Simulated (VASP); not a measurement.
# Mg5ZnO6 (P-3m1) in VASP: relaxation of cell and atoms with PBE

Aim: the relaxation of cell and atoms of Mg5ZnO6 with PBE.

Everything below comes from runs of VASP 6.6.1. Logs are shortened: lines on timing, memory, paths and dates and some standing lists are left out, and cuts for length are marked.

### 1 The cell of the first run

The structure is trigonal, space group P-3m1 (No. 164). The conventional cell has a = 3.019 Å, b = 3.019 Å, c = 14.767 Å, α = 90.00°, β = 90.00°, γ = 120.00°. Within 2.8 Å of Mg (site symmetry 3m) lie 6 O at 2.11 to 2.13 Å. Within 2.8 Å of Mg (site symmetry 3m) lie 6 O at 2.13 Å. Within 2.8 Å of Mg (site symmetry -3m) lie 6 O at 2.13 Å. Within 2.9 Å of Zn (site symmetry -3m) lie 6 O at 2.16 Å. O (site symmetry 3m) has 3 Mg at 2.11 Å and 3 Zn at 2.16 Å within 2.8 Å. Within 2.8 Å of O (site symmetry 3m) lie 6 Mg at 2.13 Å. Within 2.8 Å of O (site symmetry 3m) lie 6 Mg at 2.13 Å.

### 2 Relaxation of cell and atoms, PBE

The input, INCAR:

```
SYSTEM = Mg5ZnO6
PREC = Accurate ; ENCUT = 600
EDIFF = 1E-6 ; ISMEAR = 0
SIGMA = 0.02 ; LREAL = .False.
LASPH = .True. ; NELM = 100
ALGO = Normal ; ISIF = 3
LWAVE = .False. ; LCHARG = .False.
GGA = PE ; IBRION = 2
NSW = 100 ; EDIFFG = -0.01
```

The input, KPOINTS:

```
Automatic mesh
0
Gamma
  12 12 2
  0 0 0
```

The input, POSCAR:

```
Mg5ZnO6
1.0
    3.0187913742      0.0000000000      0.0000000000
   -1.5093956871      2.6143500188      0.0000000000
    0.0000000000      0.0000000000     14.7673278216
Mg Zn O
5 1 6
Direct
    0.3333333333      0.6666666667      0.8323042667
    0.6666666667      0.3333333333      0.1676957333
    0.3333333333      0.6666666667      0.3338966698
    0.0000000000      0.0000000000      0.5000000000
    0.6666666667      0.3333333333      0.6661033302
    0.0000000000      0.0000000000      0.0000000000
    0.6666666667      0.3333333333      0.9133950012
    0.3333333333      0.6666666667      0.0866049988
    0.0000000000      0.0000000000      0.2508633090
    0.6666666667      0.3333333333      0.4169515992
    0.3333333333      0.6666666667      0.5830484008
    0.0000000000      0.0000000000      0.7491366910
```

Potentials or basis: VASP PAW PBE potentials, release 64 (Mg, Zn, O).

Run with:

```console
$ cat potpaw_PBE.64/Mg/POTCAR potpaw_PBE.64/Zn/POTCAR potpaw_PBE.64/O/POTCAR > POTCAR
$ mpirun -np 1 vasp_std > vasp.out
```

OUTCAR:

```text
SYSTEM = Mg5ZnO6
   PREC = Accurate
   ENCUT = 600
   EDIFF = 1E-6
   ISMEAR = 0
   LREAL = .False.
   LASPH = .True.
   NELM = 100
   ISIF = 3
   GGA = PE
   IBRION = 2
   NSW = 100
   EDIFFG = -0.01

 ion  position               nearest neighbor table
   1  0.333  0.667  0.832-   7 2.11   7 2.11   7 2.11  12 2.13  12 2.13  12 2.13   5 3.01   5 3.01
                             5 3.01   6 3.03   6 3.03   6 3.03
   2  0.667  0.333  0.168-   8 2.11   8 2.11   8 2.11   9 2.13   9 2.13   9 2.13   3 3.01   3 3.01
                             3 3.01   6 3.03   6 3.03   6 3.03
   3  0.333  0.667  0.334-   9 2.13   9 2.13   9 2.13  10 2.13  10 2.13  10 2.13   4 3.01   4 3.01
                             4 3.01   2 3.01   2 3.01   2 3.01
   4  0.000  0.000  0.500-  10 2.13  11 2.13  10 2.13  11 2.13  10 2.13  11 2.13   3 3.01   5 3.01
                             3 3.01   5 3.01   5 3.01   3 3.01
   5  0.667  0.333  0.666-  12 2.13  12 2.13  12 2.13  11 2.13  11 2.13  11 2.13   4 3.01   4 3.01
                             4 3.01   1 3.01   1 3.01   1 3.01
   6  0.000  0.000  0.000-   7 2.16   8 2.16   7 2.16   8 2.16   7 2.16   8 2.16   1 3.03   2 3.03
                             1 3.03   2 3.03   2 3.03   1 3.03
   7  0.667  0.333  0.913-   1 2.11   1 2.11   1 2.11   6 2.16   6 2.16   6 2.16
   8  0.333  0.667  0.087-   2 2.11   2 2.11   2 2.11   6 2.16   6 2.16   6 2.16
   9  0.000  0.000  0.251-   3 2.13   3 2.13   3 2.13   2 2.13   2 2.13   2 2.13
  10  0.667  0.333  0.417-   4 2.13   4 2.13   4 2.13   3 2.13   3 2.13   3 2.13
  11  0.333  0.667  0.583-   4 2.13   4 2.13   4 2.13   5 2.13   5 2.13   5 2.13
  12  0.000  0.000  0.749-   5 2.13   5 2.13   5 2.13   1 2.13   1 2.13   1 2.13

  LATTYP: Found a hexagonal cell.
 ALAT       =     3.0187913742
 C/A-ratio  =     4.8918013838

  Lattice vectors:

 A1 = (   3.0187913742,   0.0000000000,   0.0000000000)
 A2 = (  -1.5093956871,   2.6143500188,   0.0000000000)
 A3 = (   0.0000000000,   0.0000000000,  14.7673278216)

Analysis of symmetry for initial positions (statically):
=====================================================================
 Subroutine PRICEL returns:
 Original cell was already a primitive cell.

 Routine SETGRP: Setting up the symmetry group for a
 hexagonal supercell.

 Subroutine GETGRP returns: Found 12 space group operations
 (whereof 12 operations were pure point group operations)
 out of a pool of 24 trial point group operations.

The static configuration has the point symmetry D_3d.

Analysis of symmetry for dynamics (positions and initial velocities):
=====================================================================
 Subroutine PRICEL returns:
 Original cell was already a primitive cell.

 Routine SETGRP: Setting up the symmetry group for a
 hexagonal supercell.

 Subroutine GETGRP returns: Found 12 space group operations
 (whereof 12 operations were pure point group operations)
 out of a pool of 24 trial point group operations.
[... 131 lines left out ...]
   PSTRESS=    0.0 pullay stress
   NELECT =      58.0000    total number of electrons
   NUPDOWN=      -1.0000    fix difference up-down
   EMIN   =  10.00;   EMAX   =-10.00  energy-range for DOS
   EFERMI =   0.00;   METHOD = LEGACY
   ISMEAR =     0;   SIGMA  =   0.02  broadening in eV -4-tet -1-fermi 0-gaus
   EFERMI_NEDOS =   21; number of points for ismear=-14 and -15
   IALGO  =     38    algorithm
   IMIX   =      4    mixing-type and parameters
     AMIX     =   0.40;   BMIX     =  1.00
     AMIX_MAG =   1.60;   BMIX_MAG =  1.00
  volume/ion in A,a.u.               =       9.71        65.54
  Fermi-wavevector in a.u.,A,eV,Ry     =   1.297332  2.451603 22.899574  1.683071
  Thomas-Fermi vector in A             =   2.428732
   LORBIT       =      0    0 simple, 1 ext, 2 COOP (PROOUT), +10 PAW based schemes
   GGA     = PE    functional components
   LHFCALC =     F    Hartree Fock is set to
   AEXX    =    0.0000 exact exchange contribution
   IVDW    =     0    specifies the selected vdW correction
   LEPSILON=     F    determine dielectric tensor
   LRPA    =     F    only Hartree local field effects (RPA)
 conjugate gradient relaxation of ions
 non-spin polarized calculation
 Gauss-broadening in eV      SIGMA  =   0.02
  energy-cutoff  :      600.00
  volume of cell :      116.55
 maximum number of plane-waves:      3948
   NGX = 13   NGY = 13   NGZ = 59

--------------------------------------- Ionic step        1  -------------------------------------------

 number of electron      58.0000019 magnetization

 Free energy of the ion-electron system (eV)
  ---------------------------------------------------
  ext. energy  EPLUGINS =         0.00000000
  ---------------------------------------------------
  free energy    TOTEN  =       -68.21342366 eV

  energy without entropy =      -68.21342366  energy(sigma->0) =      -68.21342366

------------------------ aborting loop because EDIFF is reached ----------------------------------------

  FORCE on cell =-STRESS in cart. coord.  units (eV):
  Direction    XX          YY          ZZ          XY          YZ          ZX
  --------------------------------------------------------------------------------------
  -------------------------------------------------------------------------------------
  Total       -0.5119971     -0.5119971     -0.4842523      0.0000000      0.0000000     -0.0000000
  in kB       -7.0384877     -7.0384877     -6.6570766      0.0000000      0.0000000     -0.0000000
  external PRESSURE =      -6.9113507 kB  Pullay stress =       0.0000000 kB
[... 309 lines left out ...]
--------------------------------------- Ionic step        8  -------------------------------------------

 number of electron      58.0000014 magnetization

 Free energy of the ion-electron system (eV)
  ---------------------------------------------------
  ext. energy  EPLUGINS =         0.00000000
  ---------------------------------------------------
  free energy    TOTEN  =       -68.21511712 eV

  energy without entropy =      -68.21511712  energy(sigma->0) =      -68.21511712

 E-fermi :   3.1615     XC(G=0): -11.1604

 val. band max:        3.0396635368   @ k =   0.0000   0.0000   0.5000
 cond. band min:       6.3443076960   @ k =   0.0000   0.0000   0.0000
 fundamental gap:      3.3046441592
 Fermi energy:         3.1615482966

 k-point     1 :       0.0000    0.0000    0.0000
  band No.  band energies     occupation
      1     -14.5078      2.00000
      2     -14.1577      2.00000
      3     -14.1425      2.00000
      4     -13.6153      2.00000
      5     -13.4864      2.00000
      6     -13.1663      2.00000
[... 925 lines left out ...]
     35      12.7078      0.00000
     36      12.8967      0.00000

 [... further k-points ...]
[... 5 lines left out ...]
  --------------------------------------------------------------------------------------
  -------------------------------------------------------------------------------------
  Total        0.0075396      0.0075396     -0.0006133     -0.0000000      0.0000000     -0.0000000
  in kB        0.1041280      0.1041280     -0.0084709     -0.0000000      0.0000000     -0.0000000
  external PRESSURE =       0.0665951 kB  Pullay stress =       0.0000000 kB
[... 27 lines left out ...]
  FREE ENERGIE OF THE ION-ELECTRON SYSTEM (eV)
  ---------------------------------------------------
  free  energy   TOTEN  =       -68.2151171224 eV

  energy  without entropy=      -68.2151171224  energy(sigma->0) =      -68.21511712

 reached required accuracy - stopping structural energy minimisation
```

Wall time 23 min (1 thread of Intel Xeon 8259CL, shared host); peak memory 0.38 GiB.

What came out:

```
Free energy                           : -68.2151 eV
Relaxed volume                        : 9.67 Å³/atom
Relaxed cell                          : a = 3.014 Å, b = 3.014 Å, c = 14.749 Å, α = 90.00°, β = 90.00°, γ = 120.00°
Space group after relaxing (to 0.1 Å) : P-3m1 (No. 164)
Energy gained by relaxing             : 0.1 meV/atom
Ionic steps                           : 8
Pressure after relaxing               : 0.0 GPa
Largest force after relaxing          : 0.009 eV/Å
Band gap on the k mesh                : 3.30 eV
```

Forces in eV/Å, atoms in the order of the input:
```
Mg   0.000  0.000  0.001
Mg   0.000  0.000 -0.001
Mg   0.000  0.000 -0.001
Mg   0.000  0.000  0.000
Mg   0.000  0.000  0.001
Zn   0.000  0.000  0.000
O    0.000  0.000 -0.002
O    0.000  0.000  0.002
O    0.000  0.000  0.000
O    0.000  0.000  0.009
O    0.000  0.000 -0.009
O    0.000  0.000  0.000
```

Step by step:
```tsv
step	energy change (eV)	largest force (eV/Å)	pressure (GPa)	volume (Å³)
1	0.0000	0.0704	-0.69	116.55
2	-0.0013	0.0288	0.27	115.84
3	-0.0014	0.0348	0.05	115.99
4	-0.0015	0.0159	0.02	116.00
5	-0.0016	0.0207	-0.01	116.02
6	-0.0016	0.0101	-0.01	116.02
7	-0.0017	0.0172	0.00	116.02
8	-0.0017	0.0090	0.01	116.01
```

Final structure:
```xyz
12
Lattice="3.0137 0.0000 0.0000 -1.5069 2.6100 0.0000 0.0000 0.0000 14.7486" Properties=species:S:1:pos:R:3 pbc="T T T"
Mg    0.0000    1.7400   12.2704
Mg    1.5069    0.8700    2.4782
Mg    0.0000    1.7400    4.9267
Mg    3.0137    0.0000    7.3743
Mg    1.5069    0.8700    9.8218
Zn    3.0137    0.0000    0.0000
O     1.5069    0.8700   13.4642
O     0.0000    1.7400    1.2844
O     3.0137    0.0000    3.7035
O     1.5069    0.8700    6.1500
O     0.0000    1.7400    8.5986
O     0.0000    0.0000   11.0451
```
